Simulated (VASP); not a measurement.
Runs of VASP 6.6.1 on KYSe2. The structure is that of space group P4/mmm (No. 123), or close to it. The cells are those of the table. 

```csv
task,level,potentials or basis,cell,cutoff (eV),smearing,gap on the mesh (eV),pressure (GPa),relaxed volume (Å³/atom)
single point,r2SCAN,"VASP PAW PBE potentials, release 64 (K_sv, Se, Y_sv)","a = 4.320, b = 4.320, c = 5.868 Å, 4 atoms",520,fermi-dirac 0.02 eV,0.50,0.1,-
single point,PBEsol,"VASP PAW PBE potentials, release 64 (K_sv, Se, Y_sv)","a = 4.263, b = 4.263, c = 5.810 Å, 4 atoms",520,fermi-dirac 0.02 eV,0.05,0.2,-
relaxation of cell and atoms,PBEsol,"VASP PAW PBE potentials, release 64 (K_sv, Se, Y_sv)","relaxed from a = 4.339, b = 4.339, c = 5.888 Å, 4 atoms",600,fermi-dirac 0.02 eV,0.05,0.0,(a)
single point,r2SCAN,"VASP PAW PBE potentials, release 64 (K_sv, Se, Y_sv)","a = 4.320, b = 4.320, c = 5.868 Å, 4 atoms",520,gaussian 0.01 eV,0.50,0.1,-
single point,LDA,"VASP PAW LDA potentials, release 64 (K_sv, Se, Y_sv)","a = 4.320, b = 4.320, c = 5.868 Å, 4 atoms",520,gaussian 0.01 eV,0.08,-3.4,-
relaxation of cell and atoms,LDA,"VASP PAW LDA potentials, release 64 (K_sv, Se, Y_sv)","relaxed from a = 4.339, b = 4.339, c = 5.888 Å, 4 atoms",600,fermi-dirac 0.02 eV,none,0.0,(b)
single point,PBE,"VASP PAW PBE potentials, release 64 (K_sv, Se, Y_sv)","a = 4.339, b = 4.339, c = 5.888 Å, 4 atoms",520,fermi-dirac 0.02 eV,0.22,0.1,-
single point,PBE,"VASP PAW PBE potentials, release 64 (K_sv, Se, Y_sv)","a = 4.320, b = 4.320, c = 5.868 Å, 4 atoms",520,fermi-dirac 0.02 eV,0.19,0.7,-
single point,LDA,"VASP PAW LDA potentials, release 64 (K_sv, Se, Y_sv)","a = 4.204, b = 4.204, c = 5.759 Å, 4 atoms",520,fermi-dirac 0.02 eV,none,0.2,-
```

Alike in all rows: no spin polarisation; k mesh 6 × 6 × 4.

Q: Estimate the missing entries.

A: (a) 26.47; (b) 25.53.

Caveats: semilocal functionals underestimate gaps, and a narrow one can read as zero; the PAW data sets were made with another functional, which shifts forces and pressure a little (at least some runs); the cell stands under tension (at least some runs).

A k mesh can miss the band edges, and the runs leave out spin-orbit coupling on Se, Y.

A gap of «none» marks levels without a gap at the run's occupations.
